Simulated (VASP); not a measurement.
Input of a VASP 6.6.1 run:

File INCAR:

```
SYSTEM = AlN
PREC = Accurate ; ENCUT = 520
EDIFF = 1E-6 ; ISMEAR = 0
SIGMA = 0.05 ; LREAL = .FALSE.
LASPH = .TRUE. ; NELM = 80
ALGO = Normal ; ISIF = 2
LWAVE = .FALSE. ; LCHARG = .TRUE.
GGA = PE ; LELF = .TRUE.
LVHAR = .TRUE. ; NBANDS = 16
```

Contents of KPOINTS:

```
regular mesh
0
G
  6 6 6
  0 0 0
```

File POSCAR:

```
AlN
1.0
    0.0000000000     -2.2015682416     -2.2015682416
   -2.2015682416      0.0000000000     -2.2015682416
    2.2015682416      2.2015682416     -4.4031364832
Al N
2 2
Direct
   -0.0017685100     -0.0017685100     -0.0017685100
    0.4982314900      0.4982314900      0.4982314900
    0.3784066625      0.3784066625      0.8784066625
    0.8784066625      0.8784066625      0.3784066625
```

Potentials or basis: VASP PAW PBE potentials, release 64 (Al, N).

Command:

```bash
$ cat potpaw_PBE.64/Al/POTCAR potpaw_PBE.64/N/POTCAR > POTCAR
$ mpirun -np 1 vasp_std > vasp.out
```

(1) Estimate the pressure.

(2) Estimate the largest force.

(3) What does it give for the band gap on the k mesh?

## Answers

(1) 0.0 GPa.

(2) 0.622 eV/Å.

(3) 3.19 eV.

Caveat: the cell differs from its parent crystal (mode 4 frozen in at +0.000 Å and mode 10 at -0.030 Å (largest displacements)).
